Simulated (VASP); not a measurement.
Sn3Se:

```
Sn Se
1.0
     0.00000    3.78226    3.78226
     3.78226    0.00000    3.78226
     3.78226    3.78226    0.00000
Sn Se
3 1
Direct
  0.50000 0.50000 0.50000
  0.75000 0.75000 0.75000
  0.25000 0.25000 0.25000
  0.00000 0.00000 0.00000
```

Base run:

- Program: VASP 6.6.1
- Functional: r2SCAN
- Potentials or basis: VASP PAW PBE potentials, release 64 (Sn_d, Se)
- Cutoff: 520 eV
- k mesh: 6 × 6 × 6
- Occupations: fermi-dirac, width 0.05 eV
- Spin: no spin polarisation

Its results: band gap on the k mesh zero (band 24 reaches 7.22 eV, above the bottom of band 25 at 5.49 eV); pressure -3.1 GPa.

The run is repeated on the same cell with these changes: functional from r2SCAN to PBE. What comes out?

Band gap on the k mesh zero (band 24 reaches 7.36 eV, above the bottom of band 25 at 5.58 eV); pressure -1.9 GPa.

Caveats: spin-orbit coupling is left out, which moves the levels of the heavy elements; the PAW data sets were made with another functional, which shifts forces and pressure a little (some runs).
